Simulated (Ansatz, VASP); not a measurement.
One calculation of Rh, two programs

```
CELL_PARAMETERS angstrom
4.26499 0.00000 0.00000
-2.13250 3.69359 0.00000
0.00000 0.00000 2.64496
ATOMIC_POSITIONS crystal
Rh 0.00000 0.00000 0.00000
Rh 0.33333 0.66667 0.50000
Rh 0.66667 0.33333 0.50000
```

Alike in both runs: task relaxation of cell and atoms; functional PBEsol; k mesh 12 × 12 × 18; occupations gaussian, width 0.1 eV; no spin polarisation.

```csv
,VASP,Ansatz
version,VASP 6.6.1,Ansatz 0.2.0
potentials or method,"VASP PAW PBE potentials, release 64 (Rh_pv), cutoff 500 eV","scalar-relativistic, plane waves, PAW"
valence electrons in the cell,45,51
```

Ansatz gave:

```
gap on the k mesh at the Fermi level, each at its own relaxed structure (eV)  : none
relaxed volume (Å³/atom)                                                      : 13.87
relaxed length of the cell vector where the two differ most in proportion (Å) : 4.281
```

Task: What did VASP give for the same quantities?

Result: gap on the k mesh at the Fermi level, each at its own relaxed structure (eV): none; relaxed volume (Å³/atom): 13.87; relaxed length of the cell vector where the two differ most in proportion (Å): 4.282.

VASP's potentials were made for PBE, not for PBEsol. A gap of «none» marks a metal or a gap that the smearing closes. VASP's potentials hold 45 valence electrons a cell and Ansatz's 51, so a difference there can come from the potentials and not from the codes.
